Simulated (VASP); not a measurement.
## Ti4HBr: single point with PBE

The system is Ti4HBr.

```
Ti H Br
1.0
     4.37800    0.00000    0.00000
     0.00000    4.37800    0.00000
     0.00000    0.00000    4.37800
Ti H Br
4 1 1
Direct
  0.14800 0.14800 0.14800
  0.14800 0.85200 0.85200
  0.85200 0.85200 0.14800
  0.85200 0.14800 0.85200
  0.00000 0.00000 0.00000
  0.50000 0.50000 0.50000
```

The cell was generated, and may not be a known phase.

```
Program             : VASP 6.6.1
Task                : single point
Functional          : PBE
Potentials or basis : VASP PAW PBE potentials, release 64 (Ti_sv, H, Br)
Cutoff              : 520 eV
k mesh              : 4 × 4 × 4
Occupations         : gaussian, width 0.1 eV
Spin                : collinear spin
Starting moments    : [1.0, 1.0, 1.0, 1.0, 0.0, 0.0] μB
```

| Property | Result |
| --- | --- |
| Pressure | 131.6 GPa |
| Largest force | 43.326 eV/Å |
| Net moment | 4.17 μB per cell |
| Site moments | Ti +1.02; H +0.05; Br +0.05 μB |
| Valence electrons inside the program's atomic spheres | Ti 12.07; H 1.73; Br 4.88 |

Forces on the atoms (eV/Å):
```
Ti   25.014  25.014  25.014
Ti   25.014 -25.014 -25.014
Ti  -25.014 -25.014  25.014
Ti  -25.014  25.014 -25.014
H     0.000   0.000   0.000
Br    0.000   0.000   0.000
```

Levels at points of the mesh, in eV from the Fermi level:
Spin up:
```tsv
k point	band 27	band 28	band 29	band 30	band 31	band 32	band 33	band 34
(0.00, 0.00, 0.00)	-2.08	-0.13	-0.13	0.00	0.00	0.00	2.49	2.49
(0.50, 0.00, 0.00)	-1.15	-0.36	-0.36	-0.05	0.13	0.40	1.04	3.56
(0.50, 0.50, 0.00)	-1.14	-0.88	-0.88	-0.83	0.68	0.68	2.95	3.32
(0.50, 0.50, 0.50)	-0.45	-0.45	-0.45	0.48	0.48	0.48	3.33	3.33
```
Spin down:
| k point | band 22 | band 23 | band 24 | band 25 | band 26 | band 27 | band 28 | band 29 |
| --- | --- | --- | --- | --- | --- | --- | --- | --- |
| (0.00, 0.00, 0.00) | -2.58 | -1.92 | -1.92 | -1.92 | -1.10 | -1.10 | 0.76 | 0.76 |
| (0.50, 0.00, 0.00) | -3.31 | -2.48 | -2.48 | -0.77 | 0.07 | 0.20 | 0.82 | 0.82 |
| (0.50, 0.50, 0.00) | -3.12 | -3.12 | -2.11 | -1.08 | -0.94 | 0.17 | 0.17 | 0.30 |
| (0.50, 0.50, 0.50) | -2.95 | -2.95 | -2.95 | 0.50 | 0.50 | 0.59 | 0.59 | 0.59 |

Run time: 120 s on 1 thread of Oxide Virtual Turin-like Processor (shared host), peak memory 0.23 GiB.

Caveat: atoms lie so close that the PAW spheres overlap strongly, which falsifies energies and pressures; the cell stands under pressure; forces of over 1 eV/Å act on the atoms, so gaps and moduli don't describe the material at rest.
